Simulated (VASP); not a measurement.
CdTe:

```xyz
2
Lattice="4.5326 0.0000 0.0000 2.2663 3.9253 0.0000 2.2663 1.3084 3.7008" Properties=species:S:1:pos:R:3 pbc="T T T"
Cd    0.0000    0.0000    0.0000
Te    2.2663    1.3084    0.9252
```

* Program: VASP 6.6.1
* Task: relaxation of cell and atoms
* Functional: PBE
* Dispersion: D3(BJ)
* Potentials or basis: VASP PAW PBE potentials, release 64 (Cd, Te)
* Cutoff: 500 eV
* k mesh: 5 × 5 × 5
* Occupations: gaussian, width 0.01 eV
* Spin: no spin polarisation

At the start: pressure 2.5 GPa; volume 32.92 Å³/atom.

Question: Where does the relaxation end?

Answer: Over 3 steps the energy falls by 13.2 meV/atom and the volume is 34.73 Å³/atom (+5.5 %); space group F-43m (No. 216, to 0.05 Å).

Step by step:
| step | energy change (eV) | largest force (eV/Å) | pressure (GPa) | volume (Å³) |
| --- | --- | --- | --- | --- |
| 1 | 0.0000 | 0.0000 | 2.45 | 65.84 |
| 2 | -0.0235 | 0.0000 | -0.71 | 70.76 |
| 3 | -0.0264 | 0.0000 | 0.01 | 69.46 |

Final structure:
```
CELL_PARAMETERS angstrom
4.61413 0.00000 0.00000
2.30706 3.99595 0.00000
2.30706 1.33198 3.76742
ATOMIC_POSITIONS crystal
Cd 0.00000 0.00000 0.00000
Te 0.25000 0.25000 0.25000
```
